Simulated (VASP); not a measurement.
Crystal: MgO.

```
Mg O
1.0
     0.00000    2.12685    2.12685
     2.12685    0.00000    2.12685
     2.12685    2.12685    0.00000
Mg O
1 1
Cartesian
  0.0000 0.0000 0.0000
  2.1269 2.1269 2.1269
```

Base run:

```yaml
Program: VASP 6.6.1
Functional: r2SCAN
Potentials_or_basis: VASP PAW PBE potentials, release 64 (Mg, O)
Cutoff: 660 eV
k_mesh: 10 × 10 × 10
Occupations: gaussian, width 0.02 eV
Spin: no spin polarisation
```

Its results: band gap on the k mesh 5.31 eV; pressure -6.8 GPa.

Problem. After a change of settings the same cell gave: band gap on the k mesh 5.31 eV; pressure -9.1 GPa. Which change was it?
A. functional from r2SCAN to LDA; potentials or basis from VASP PAW PBE potentials, release 64 (Mg, O) to VASP PAW LDA potentials, release 64 (Mg, O); cutoff from 660 eV to 600 eV
B. dispersion from none to D3(BJ)
C. potentials or basis from VASP PAW PBE potentials, release 64 (Mg, O) to VASP PAW PBE potentials, release 64 (Mg_sv, O); cutoff from 660 eV to 750 eV; further incar settings from ALGO = Normal; EDIFF = 1e-06; NBANDS = 11 to ALGO = Normal; EDIFF = 1e-06; NBANDS = 15; valence electrons from 8 to 16

Solution. B.

Dispersion adds attraction, which lowers the pressure at fixed volume and, as a term added to the energy, leaves the levels alone.

Caveats: the cell stands under tension; the PAW data sets were made with another functional, which shifts forces and pressure a little.
